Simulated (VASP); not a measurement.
A run of VASP 6.6.1:

POSCAR

```
GaP
1.0
    0.0000000000      2.7162452082      2.7162452082
    2.7162452082      0.0000000000      2.7162452082
    2.7162452082      2.7162452082      0.0000000000
Ga P
1 1
Direct
    0.0000000000      0.0000000000      0.0000000000
    0.7500000000      0.7500000000      0.7500000000
```

File INCAR.step1:

```
  PREC = Accurate
  ENCUT = 520
  ISMEAR = 0
  SIGMA = 0.05
  LREAL = F
  LASPH = T
  NELM = 80
  NBANDS = 16
  GGA = PE
  ALGO = Normal
  EDIFF = 1E-4
  LWAVE = T
  LCHARG = F
```

INCAR.step2

```
  PREC = Accurate
  ENCUT = 520
  EDIFF = 1E-7
  ISMEAR = 0
  SIGMA = 0.05
  LREAL = F
  LASPH = T
  NELM = 80
  ALGO = Normal
  ISIF = 2
  LWAVE = F
  LCHARG = F
  METAGGA = R2SCAN
  LMIXTAU = T
  IVDW = 12
  VDW_S6 = 1.0
  VDW_S8 = 0.78981345
  VDW_A1 = 0.49484001
  VDW_A2 = 5.73083694
  NBANDS = 16
  ISTART = 1
```

The input KPOINTS:

```
Automatic mesh
0
Gamma
  8 8 8
```

Potentials or basis: VASP PAW PBE potentials, release 64 (Ga_d, P).

Command:

```bash
$ cat potpaw_PBE.64/Ga_d/POTCAR potpaw_PBE.64/P/POTCAR > POTCAR
$ cp INCAR.step1 INCAR
$ mpirun -np 1 vasp_std > vasp.out
$ cp INCAR.step2 INCAR
$ mpirun -np 1 vasp_std > vasp.out
```

Hardware: 1 thread of AMD EPYC 7R13, on a shared host.

Estimate the wall time of this run.

Run time: 2.8 min on 1 thread of AMD EPYC 7R13, on a shared host, peak memory 0.16 GiB. Counts: k points 29.
